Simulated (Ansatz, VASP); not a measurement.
# LuAl2Sn2 in VASP and in Ansatz

```
Al Lu Sn
1.0
     4.35791    0.00000    0.00000
    -2.17896    3.77407    0.00000
     0.00000    0.00000    6.92971
Al Lu Sn
2 1 2
Cartesian
  -0.0002 2.5162 4.4454
  2.1792 1.2579 2.4843
  0.0000 0.0000 0.0000
  -0.0002 2.5162 1.7419
  2.1792 1.2579 5.1878
```

Alike in both runs: task single point; functional PBEsol; k mesh 9 × 9 × 5; no spin polarisation.

|  | VASP | Ansatz |
| --- | --- | --- |
| version | VASP 6.6.1 | Ansatz 0.2.0 |
| potentials or method | VASP PAW PBE potentials, release 64 (Al, Lu, Sn_d), cutoff 520 eV | PAW plane waves |
| occupations | fermi-dirac, width 0.1 eV | fermi-dirac |
| valence electrons in the cell | 59 | 59 |

Ansatz gave:

| Item | Value |
| --- | --- |
| pressure (GPa) | 4.6 |
| traceless stress, the component that is largest in VASP (GPa) | -3.20 |
| rms of the force components (eV/Å) | 0.235 |

**Question.** What did VASP give for the same quantities?

**Answer.** Pressure (GPa): 4.6; traceless stress, the component that is largest in VASP (GPa): -3.19; rms of the force components (eV/Å): 0.229.

VASP's potentials were made for PBE, not for PBEsol. Atom by atom the forces differ by 0.006 eV/Å (rms over components). Ansatz's warnings: structure snapped to symmetry.

Spin-orbit coupling is off throughout.
